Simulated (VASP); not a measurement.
Runs of VASP 6.6.1 on MoW2. The structure is that of space group P6/mmm (No. 191), or close to it. The cells are those of the table. 

```tsv
task	cell	k mesh	cutoff (eV)	gap on the mesh (eV)	pressure (GPa)	relaxed volume (Å³/atom)
single point	a = 4.621, b = 4.621, c = 2.684 Å, angles 90.0, 90.0, 120.0°, 3 atoms	6 × 6 × 4	520	none	0.5	-
single point	a = 4.686, b = 4.686, c = 2.597 Å, angles 90.0, 90.0, 120.0°, 3 atoms	12 × 12 × 16	520	none	0.6	-
single point	a = 3.606, b = 3.606, c = 3.893 Å, angles 90.0, 90.0, 120.0°, 3 atoms	6 × 6 × 6	520	none	111.3	-
relaxation of cell and atoms	relaxed from a = 4.621, b = 4.621, c = 2.684 Å, angles 90.0, 90.0, 120.0°, 3 atoms	6 × 6 × 6	600	none	0.0	16.48
single point	a = 4.701, b = 4.701, c = 2.578 Å, angles 90.0, 90.0, 120.0°, 3 atoms	6 × 6 × 6	520	none	0.6	-
relaxation of cell and atoms	relaxed from a = 3.606, b = 3.606, c = 3.893 Å, angles 90.0, 90.0, 120.0°, 3 atoms	6 × 6 × 4	600	none	0.1	(a)
```

Alike in all rows: level PBE; potentials or basis VASP PAW PBE potentials, release 64 (Mo_sv, W_sv); no spin polarisation; smearing gaussian 0.1 eV.

Problem. Estimate the missing entries.

Solution. (a) 16.56.

Caveats: some runs use coarse meshes; spin-orbit coupling is left out, which moves the levels of the heavy elements; atoms lie so close that the PAW spheres overlap strongly, which falsifies energies and pressures (at least some runs); the cell stands under pressure (at least some runs); a cell axis changed by over 15 % at a fixed basis, so the end point is rough (at least some runs).

A k mesh can miss the band edges, and the runs leave out spin-orbit coupling on Mo, W.

A gap of «none» marks levels without a gap at the run's occupations.
